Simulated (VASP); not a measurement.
# NaHf3 (Pm-3m) in VASP: a series of runs, part 2 of 2

VASP 6.6.1. Earlier steps stand in the parts before.

## (3) Relaxation of cell and atoms, PBE

This run uses another cell than the first one, of 22.62 Å³/atom.

Input file INCAR:

```
SYSTEM = NaHf3
ALGO     = Fast           ! electronic algorithm
EDIFF    = 1E-6           ! SCF threshold, eV
EDIFFG   = -0.01          ! ionic threshold
ENCUT    = 600            ! plane-wave cutoff, eV
GGA      = PE             ! functional
IBRION   = 2              ! ionic algorithm
ISIF     = 3              ! what is computed and relaxed
ISMEAR   = 0              ! smearing method
LASPH    = .True.         ! aspherical terms in the spheres
LCHARG   = .False.        ! write CHGCAR
LREAL    = .False.        ! projectors in reciprocal space
LWAVE    = .False.        ! write WAVECAR
NELM     = 60             ! most SCF steps
NSW      = 100            ! ionic steps
PREC     = Accurate       ! precision mode
SIGMA    = 0.1            ! smearing width, eV
```

Input file KPOINTS:

```
k-points
0
Gamma
  10 10 10
  0 0 0
```

Input file POSCAR:

```
NaHf3
1.0
    4.4891544284      0.0000000000      0.0000000000
    0.0000000000      4.4891544284      0.0000000000
    0.0000000000      0.0000000000      4.4891544284
Na Hf
1 3
Direct
    0.0000000000      0.0000000000      0.0000000000
    0.0000000000      0.5000000000      0.5000000000
    0.5000000000      0.0000000000      0.5000000000
    0.5000000000      0.5000000000      0.0000000000
```

Potentials or basis: VASP PAW PBE potentials, release 64 (Na_pv, Hf_pv).

Started as:

```bash
$ cat potpaw_PBE.64/Na_pv/POTCAR potpaw_PBE.64/Hf_pv/POTCAR > POTCAR
$ mpirun -np 1 vasp_std > vasp.out
```

OUTCAR:

```text
SYSTEM = NaHf3
   EDIFF = 1E-6
   EDIFFG = -0.01
   ENCUT = 600
   GGA = PE
   IBRION = 2
   ISIF = 3
   ISMEAR = 0
   LASPH = .True.
   LREAL = .False.
   NELM = 60
   NSW = 100
   PREC = Accurate

 ion  position               nearest neighbor table
   1  0.000  0.000  0.000-   2 3.17   3 3.17   4 3.17   2 3.17   3 3.17   2 3.17   4 3.17   2 3.17
                             3 3.17   4 3.17   3 3.17   4 3.17
   2  0.000  0.500  0.500-   1 3.17   3 3.17   4 3.17   1 3.17   4 3.17   1 3.17   3 3.17   1 3.17
                             3 3.17   4 3.17   4 3.17   3 3.17
   3  0.500  0.000  0.500-   1 3.17   2 3.17   4 3.17   1 3.17   4 3.17   2 3.17   4 3.17   4 3.17
                             1 3.17   2 3.17   1 3.17   2 3.17
   4  0.500  0.500  0.000-   1 3.17   2 3.17   3 3.17   2 3.17   3 3.17   1 3.17   3 3.17   3 3.17
                             1 3.17   2 3.17   2 3.17   1 3.17

  LATTYP: Found a simple cubic cell.
 ALAT       =     4.4891544284

  Lattice vectors:

 A1 = (   4.4891544284,   0.0000000000,   0.0000000000)
 A2 = (   0.0000000000,   4.4891544284,   0.0000000000)
 A3 = (   0.0000000000,   0.0000000000,   4.4891544284)

Analysis of symmetry for initial positions (statically):
=====================================================================
[... 178 lines left out ...]

 E-fermi :   3.7918     XC(G=0): -10.5055

 val. band max:        3.7805659638   @ k =   0.5000   0.1000   0.0000
 cond. band min:       3.7954160106   @ k =   0.4000   0.3000   0.0000
 fundamental gap:      0.0148500468
 Fermi energy:         3.7918177838

 k-point     1 :       0.0000    0.0000    0.0000
  band No.  band energies     occupation
      1     -26.9748      2.00000
      2     -26.9748      2.00000
      3     -26.9748      2.00000
      4     -26.7115      2.00000
      5     -26.7115      2.00000
      6     -26.7115      2.00000
[... 589 lines left out ...]
     21       4.9549      0.00000
     22       5.0974      0.00000

 [... further k-points ...]
[... 5 lines left out ...]
  --------------------------------------------------------------------------------------
  -------------------------------------------------------------------------------------
  Total        0.0104487      0.0104487      0.0104487     -0.0000000      0.0000000     -0.0000000
  in kB        0.1850462      0.1850462      0.1850462     -0.0000000      0.0000000     -0.0000000
  external PRESSURE =       0.1850462 kB  Pullay stress =       0.0000000 kB

 VOLUME and BASIS-vectors are now :
 -----------------------------------------------------------------------------
  energy-cutoff  :      600.00
  volume of cell :       90.47
      direct lattice vectors                 reciprocal lattice vectors
     4.489154428  0.000000000  0.000000000     0.222759100  0.000000000  0.000000000
     0.000000000  4.489154428  0.000000000     0.000000000  0.222759100  0.000000000
     0.000000000  0.000000000  4.489154428     0.000000000  0.000000000  0.222759100

 POSITION                                       TOTAL-FORCE (eV/Angst)
 -----------------------------------------------------------------------------------
      0.00000      0.00000      0.00000         0.000000      0.000000      0.000000
      0.00000      2.24458      2.24458         0.000000      0.000000      0.000000
      2.24458      0.00000      2.24458         0.000000      0.000000      0.000000
      2.24458      2.24458      0.00000         0.000000      0.000000      0.000000
 -----------------------------------------------------------------------------------
    total drift:                                0.000000      0.000000      0.000000

  FREE ENERGIE OF THE ION-ELECTRON SYSTEM (eV)
  ---------------------------------------------------
  free  energy   TOTEN  =       -28.7154042008 eV

  energy  without entropy=      -28.6873710697  energy(sigma->0) =      -28.70138764

 reached required accuracy - stopping structural energy minimisation
```

OSZICAR:

```text
N       E                     dE             d eps       ncg     rms          rms(c)
DAV:   1     0.227005586552E+03    0.22701E+03   -0.21937E+04  2560   0.185E+03
DAV:   2    -0.119959482121E+02   -0.23900E+03   -0.23524E+03  2614   0.442E+02
DAV:   3    -0.288309744251E+02   -0.16835E+02   -0.16116E+02  3222   0.835E+01
[... 18 lines left out ...]
RMM:  22    -0.287154118507E+02    0.32210E-05   -0.31203E-06  1710   0.117E-02    0.215E-01
RMM:  23    -0.287154076203E+02    0.42304E-05   -0.34283E-06  1835   0.110E-02    0.151E-01
RMM:  24    -0.287154054909E+02    0.21294E-05   -0.25568E-06  1716   0.103E-02    0.106E-01
RMM:  25    -0.287154043638E+02    0.11271E-05   -0.20179E-06  1622   0.868E-03    0.560E-02
RMM:  26    -0.287154042008E+02    0.16298E-06   -0.11042E-06  1504   0.690E-03
   1 F= -.28715404E+02 E0= -.28701388E+02  d E =-.287154E+02
```

CONTCAR:

```text
NaHf3
   1.00000000000000
     4.4891544284000000    0.0000000000000000    0.0000000000000000
     0.0000000000000000    4.4891544284000000    0.0000000000000000
     0.0000000000000000    0.0000000000000000    4.4891544284000000
  Na              Hf
     1     3
Direct
     0.0000000000000000    0.0000000000000000    0.0000000000000000
     0.0000000000000000    0.5000000000000000    0.5000000000000000
     0.5000000000000000    0.0000000000000000    0.5000000000000000
     0.5000000000000000    0.5000000000000000    0.0000000000000000

  0.00000000E+00  0.00000000E+00  0.00000000E+00
  0.00000000E+00  0.00000000E+00  0.00000000E+00
  0.00000000E+00  0.00000000E+00  0.00000000E+00
  0.00000000E+00  0.00000000E+00  0.00000000E+00
```

It took 2.4 min on 1 thread of Intel Xeon Platinum 8259CL at 2.50GHz (Skylake/Cascade Lake), shared host; peak memory 0.28 GiB.

What came out:

| Quantity | Value |
| --- | --- |
| Free energy | -28.7154 eV |
| Pressure after relaxing | 0.0 GPa |
| Band gap on the k mesh | zero (an odd number of electrons rules out a gap without spin polarisation) |

Final structure:
```
CELL_PARAMETERS angstrom
4.48915 0.00000 0.00000
0.00000 4.48915 0.00000
0.00000 0.00000 4.48915
ATOMIC_POSITIONS crystal
Na 0.00000 0.00000 0.00000
Hf 0.00000 0.50000 0.50000
Hf 0.50000 0.00000 0.50000
Hf 0.50000 0.50000 0.00000
```

Levels at points of the mesh, in eV from the Fermi level:
```tsv
k point	band 17	band 18	band 19	band 20	band 21	band 22
(0.00, 0.00, 0.00)	-1.14	-1.14	-1.14	2.63	2.63	2.63
(0.50, 0.00, 0.00)	-0.26	-0.26	-0.07	0.76	0.76	1.61
(0.50, 0.50, 0.00)	-0.22	-0.22	0.09	0.09	1.01	1.01
(0.50, 0.50, 0.50)	0.74	0.74	0.74	0.74	1.17	1.17
```

Caveat: the relaxation stopped at its first step, so nothing moved; spin-orbit coupling is left out, which moves the levels of the heavy elements.
